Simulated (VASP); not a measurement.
Wanted: the native input for a VASP 6.6.1 run.

- Task: single point
- Functional: PBE
- Dispersion: D3(BJ)
- Potentials or basis: VASP PAW PBE potentials, release 64 (Hf_pv, S)
- Cutoff: 500 eV
- k mesh: 12 × 12 × 6
- Occupations: gaussian, width 0.02 eV
- Spin: non-collinear spin, zero start, spin-orbit coupling
- Starting moments: [[0.0, 0.0, 0.0], [0.0, 0.0, 0.0], [0.0, 0.0, 0.0]] μB
- Dipole correction: no
- Further INCAR settings: ALGO = Normal; EDIFF = 1e-06; NBANDS = 35

The structure of HfS2 lies in POSCAR:

```
HfS2
1.0
    3.6058628294      0.0000000000      0.0000000000
   -1.8029314147      3.1227688128      0.0000000000
    0.0000000000      0.0000000000      5.7703876524
Hf S
1 2
Direct
    0.0000000000      0.0000000000      0.0000000000
    0.6666666667      0.3333333333      0.7476059812
    0.3333333333      0.6666666667      0.2523940188
```

One way to write it, as run:

INCAR

```
SYSTEM = HfS2
PREC = Accurate
ENCUT = 500
EDIFF = 1E-6
ISMEAR = 0
SIGMA = 0.02
LREAL = .False.
LASPH = .True.
NELM = 200
ALGO = Normal
ISIF = 2
LWAVE = .False.
LCHARG = .True.
LNONCOLLINEAR = .True.
MAGMOM = 0 0 0 0 0 0 0 0 0
LORBIT = 11
LSORBIT = .True.
GGA_COMPAT = .False.
LORBMOM = .True.
LMAXMIX = 4
GGA = PE
IVDW = 12
LVHAR = .True.
NBANDS = 35
```

KPOINTS

```
regular mesh
0
Gamma
  12 12 6
  0 0 0
```

Potentials or basis: VASP PAW PBE potentials, release 64 (Hf_pv, S).

Command:

```sh
$ cat potpaw_PBE.64/Hf_pv/POTCAR potpaw_PBE.64/S/POTCAR > POTCAR
$ mpirun -np 1 vasp_ncl > vasp.out
```

It gave:

```json
{"Pressure": "-0.6 GPa", "Largest force": "0.062 eV/Å", "Net moment": "0.00 μB per cell", "Valence electrons inside the program's atomic spheres": "Hf 8.35; S 3.77", "Dispersion energy per atom": "-0.341 eV"}
```

Wall time 11 min on 1 thread of Intel(R) Xeon(R) Platinum 8488C (Sapphire Rapids) (shared host), peak memory 0.5 GiB.
